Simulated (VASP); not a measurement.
# Ga (C2/c) in VASP: notebook, part 2 of 2

VASP 6.6.1. The steps go on from the part before.

### Step 4. Electric field gradients, PBEsol (18.91 Å³/atom)

This run uses another cell than the first one, of 18.91 Å³/atom.

INCAR

```
SYSTEM = Ga
PREC     = Accurate       ! precision mode
ENCUT    = 520            ! plane-wave cutoff, eV
EDIFF    = 1E-8           ! SCF threshold, eV
ISMEAR   = -1             ! smearing method
SIGMA    = 0.03           ! smearing width, eV
LREAL    = .FALSE.        ! projectors in reciprocal space
LASPH    = .TRUE.         ! aspherical terms in the spheres
NELM     = 100            ! most SCF steps
ALGO     = Normal         ! electronic algorithm
ISIF     = 2              ! what is computed and relaxed
LWAVE    = .FALSE.        ! write WAVECAR
LCHARG   = .FALSE.        ! write CHGCAR
GGA      = PS             ! functional
LEFG     = .TRUE.       
NBANDS   = 20             ! bands
```

KPOINTS

```
Automatic mesh
0
G
  14 14 11
  0 0 0
```

POSCAR

```
Ga
1.0
    1.3921592073     -4.0531663400      0.0000000000
    1.3921592073      4.0531663400      0.0000000000
   -0.1182278372      0.0000000000      3.3519831592
Ga
2
Direct
    0.8690000000      0.1310000000      0.2500000000
    0.1310000000      0.8690000000      0.7500000000
```

Potentials or basis: VASP PAW PBE potentials, release 64 (Ga_d).

On the command line:

```bash
> cat potpaw_PBE.64/Ga_d/POTCAR > POTCAR
> mpirun -np 1 vasp_std > vasp.out
```

OUTCAR:

```text
SYSTEM = Ga
   PREC = Accurate
   ENCUT = 520
   EDIFF = 1E-8
   ISMEAR = -1
   LREAL = .FALSE.
   LASPH = .TRUE.
   NELM = 100
   ISIF = 2
   GGA = PS

 ion  position               nearest neighbor table
   1  0.869  0.131  0.250-   2 2.71   2 2.71   2 2.88   2 2.88
   2  0.131  0.869  0.750-   1 2.71   1 2.71   1 2.88   1 2.88

  LATTYP: Found a base centered monoclinic cell.
 ALAT       =     2.7843184146
 B/A-ratio  =     2.9114244396
 C/A-ratio  =     1.2046278548
 COS(beta)  =    -0.0352490928

  Lattice vectors:

 A1 = (   1.3921592073,  -4.0531663400,   0.0000000000)
 A2 = (   1.3921592073,   4.0531663400,   0.0000000000)
 A3 = (  -0.1182278372,   0.0000000000,   3.3519831592)

Analysis of symmetry for initial positions (statically):
=====================================================================
 Subroutine PRICEL returns:
 Original cell was already a primitive cell.

 Routine SETGRP: Setting up the symmetry group for a
 base centered monoclinic supercell.

 Subroutine GETGRP returns: Found  4 space group operations
 (whereof  2 operations were pure point group operations)
 out of a pool of  4 trial point group operations.

The static configuration has the point symmetry S_2 .
 The point group associated with its full space group is C_2h.

Analysis of symmetry for dynamics (positions and initial velocities):
=====================================================================
 Subroutine PRICEL returns:
 Original cell was already a primitive cell.

 Routine SETGRP: Setting up the symmetry group for a
 base centered monoclinic supercell.

 Subroutine GETGRP returns: Found  4 space group operations
 (whereof  2 operations were pure point group operations)
[... 160 lines left out ...]
      2      -9.7426      2.00000
      3      -9.7098      2.00000
      4      -9.6851      2.00000
      5      -9.4230      2.00000
      6      -9.4223      2.00000
[... 541 lines left out ...]
     19      16.4647      0.00000
     20      17.5472      0.00000

 [... further k-points ...]

------------------------ aborting loop because EDIFF is reached ----------------------------------------

  FORCE on cell =-STRESS in cart. coord.  units (eV):
  Direction    XX          YY          ZZ          XY          YZ          ZX
  --------------------------------------------------------------------------------------
  -------------------------------------------------------------------------------------
  Total       -0.6633144     -0.6478793     -0.6627055      0.0000000      0.0000000     -0.0172819
  in kB      -28.0940811    -27.4403407    -28.0682945      0.0000000      0.0000000     -0.7319590
  external PRESSURE =     -27.8675721 kB  Pullay stress =       0.0000000 kB

 VOLUME and BASIS-vectors are now :
 -----------------------------------------------------------------------------
  energy-cutoff  :      520.00
  volume of cell :       37.83
      direct lattice vectors                 reciprocal lattice vectors
     1.392159207 -4.053166340  0.000000000     0.359154325 -0.123360345  0.012667736
     1.392159207  4.053166340  0.000000000     0.359154325  0.123360345  0.012667736
    -0.118227837  0.000000000  3.351983159     0.000000000  0.000000000  0.298330854

 POSITION                                       TOTAL-FORCE (eV/Angst)
 -----------------------------------------------------------------------------------
      1.36260     -2.99124      0.83800         0.000000      0.173561     -0.000000
      1.30349      2.99124      2.51399        -0.000000     -0.173561      0.000000
 -----------------------------------------------------------------------------------
    total drift:                                0.000000      0.000000     -0.000000

  FREE ENERGIE OF THE ION-ELECTRON SYSTEM (eV)
  ---------------------------------------------------
  free  energy   TOTEN  =        -6.6627854407 eV

  energy  without entropy=       -6.6609418227  energy(sigma->0) =       -6.66186363

 Electric field gradients (V/A^2)
---------------------------------------------------------------------
 ion       V_xx      V_yy      V_zz      V_xy      V_xz      V_yz
---------------------------------------------------------------------
   1      -6.071   -17.664    23.735     0.000    -2.414    -0.000
   2      -6.071   -17.664    23.735     0.000    -2.414    -0.000
---------------------------------------------------------------------

 Electric field gradients after diagonalization (V/A^2)
 (convention: |V_zz| > |V_xx| > |V_yy|)
----------------------------------------------------------------------
 ion       V_xx      V_yy      V_zz     asymmetry (V_yy - V_xx)/ V_zz
----------------------------------------------------------------------
   1     -17.664    -6.265    23.929       0.476
   2     -17.664    -6.265    23.929       0.476
----------------------------------------------------------------------

           NMR quadrupolar parameters

 Cq : quadrupolar parameter    Cq=e*Q*V_zz/h
 eta: asymmetry parameters     (V_yy - V_xx)/ V_zz
 Q  : nuclear electric quadrupole moment in mb (millibarn)
----------------------------------------------------------------------
 ion       Cq(MHz)       eta       Q (mb)
----------------------------------------------------------------------
   1       0.058       0.476       1.000
   2       0.058       0.476       1.000
----------------------------------------------------------------------
```

OSZICAR:

```text
N       E                     dE             d eps       ncg     rms          rms(c)
DAV:   1     0.130834344829E+03    0.13083E+03   -0.13222E+04 24536   0.245E+03
DAV:   2     0.478504647108E+01   -0.12605E+03   -0.12303E+03 23964   0.384E+02
DAV:   3    -0.657500801126E+01   -0.11360E+02   -0.11297E+02 26168   0.946E+01
DAV:   4    -0.674581435841E+01   -0.17081E+00   -0.17072E+00 26656   0.128E+01
DAV:   5    -0.674869518588E+01   -0.28808E-02   -0.28807E-02 26544   0.164E+00    0.150E+00
DAV:   6    -0.667723775334E+01    0.71457E-01   -0.14117E-01 31304   0.623E+00    0.724E-01
DAV:   7    -0.666449993272E+01    0.12738E-01   -0.21697E-02 33528   0.202E+00    0.221E-01
DAV:   8    -0.666277295538E+01    0.17270E-02   -0.24045E-03 25768   0.687E-01    0.155E-02
DAV:   9    -0.666278453660E+01   -0.11581E-04   -0.97030E-05 26872   0.992E-02    0.745E-03
DAV:  10    -0.666278526856E+01   -0.73196E-06   -0.54454E-06 25948   0.265E-02    0.240E-03
DAV:  11    -0.666278544798E+01   -0.17942E-06   -0.51509E-07 27872   0.814E-03    0.528E-04
DAV:  12    -0.666278544072E+01    0.72605E-08   -0.84774E-08 27020   0.419E-03
   1 F= -.66627854E+01 E0= -.66618636E+01  d E =-.184362E-02
```

stdout:

```text
POSCAR found type information on POSCAR Ga
 POSCAR found :  1 types and       2 ions
 scaLAPACK will be used
 -----------------------------------------------------------------------------
|                                                                             |
|                                                                             |
|     You enforced a specific xc type in the INCAR file but a different       |
|     I HOPE YOU KNOW WHAT YOU ARE DOING!                                     |
|                                                                             |
 -----------------------------------------------------------------------------

 LDA part: xc-table for (Slater+PW92), standard interpolation
 POSCAR, INCAR and KPOINTS ok, starting setup
 FFT: planning ... GRIDC
 FFT: planning ... GRID_SOFT
 FFT: planning ... GRID
 WAVECAR not read
 entering main loop
ion   1

ion   2
```

Run time: 4.8 min. Hardware: 1 thread of AMD EPYC 7R13 (Zen 3), shared host; peak memory 0.42 GiB.

Results:

```
Free energy                             : -6.6628 eV
Pressure                                : -2.8 GPa
Largest force                           : 0.174 eV/Å
Band gap on the k mesh                  : zero (bands 13 and 14 overlap by 7.86 eV)
Largest electric field gradient by atom : Ga +23.9 V/Å²
```

Forces in eV/Å, atoms in the order of the input:
```
Ga   0.000  0.174  0.000
Ga   0.000 -0.174  0.000
```

Electric field gradients, principal values (V/Å²):
| atom | least | middle | greatest (by size) |
| --- | --- | --- | --- |
| 1 Ga | -6.265 | -17.664 | 23.929 |
| 2 Ga | -6.265 | -17.664 | 23.929 |

Caveat: without QUAD_EFG the Cq values of the log hold for a quadrupole moment of 1 mb, not for the nuclei; the PAW data sets were made with another functional, which shifts forces and pressure a little.
